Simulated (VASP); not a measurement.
Rb4SrSn:

```
CELL_PARAMETERS angstrom
0.00000 5.58537 5.58537
5.58537 0.00000 5.58537
5.58537 5.58537 0.00000
ATOMIC_POSITIONS crystal
Rb 0.11820 0.62727 0.62727
Rb 0.62727 0.11820 0.62727
Rb 0.62727 0.62727 0.11820
Rb 0.62727 0.62727 0.62727
Sr 0.25000 0.25000 0.25000
Sn 0.00000 0.00000 0.00000
```

The cell was built from a structure type or drawn by symmetry, and may not be a known phase.

| Property | Result |
| --- | --- |
| Program | VASP 6.6.1 |
| Task | relaxation of cell and atoms |
| Functional | PBE |
| Potentials or basis | VASP PAW PBE potentials, release 64 (Rb_sv, Sr_sv, Sn_d) |
| Cutoff | 600 eV |
| k mesh | 6 × 6 × 6 |
| Occupations | gaussian, width 0.1 eV |
| Spin | no spin polarisation |

At the start: pressure 0.1 GPa; volume 58.08 Å³/atom.

Q: Where does the relaxation end?

A: Over 3 steps the energy falls by 2.9 meV/atom and the volume is 58.57 Å³/atom (+0.8 %); space group F-43m (No. 216, to 0.1 Å) before and after.

The path:
```csv
step,energy change (eV),largest force (eV/Å),pressure (GPa),volume (Å³)
1,0.0000,0.0017,0.08,348.49
2,-0.0005,0.0045,0.04,350.03
3,-0.0174,0.0059,0.02,351.44
```

Final structure:
```
Rb Sr Sn
1.0
     0.00000    5.60111    5.60111
     5.60111    0.00000    5.60111
     5.60111    5.60111    0.00000
Rb Sr Sn
4 1 1
Cartesian
  7.0267 4.1755 4.1755
  4.1755 7.0267 4.1755
  4.1755 4.1755 7.0267
  7.0267 7.0267 7.0267
  2.8006 2.8006 2.8006
  0.0000 0.0000 0.0000
```
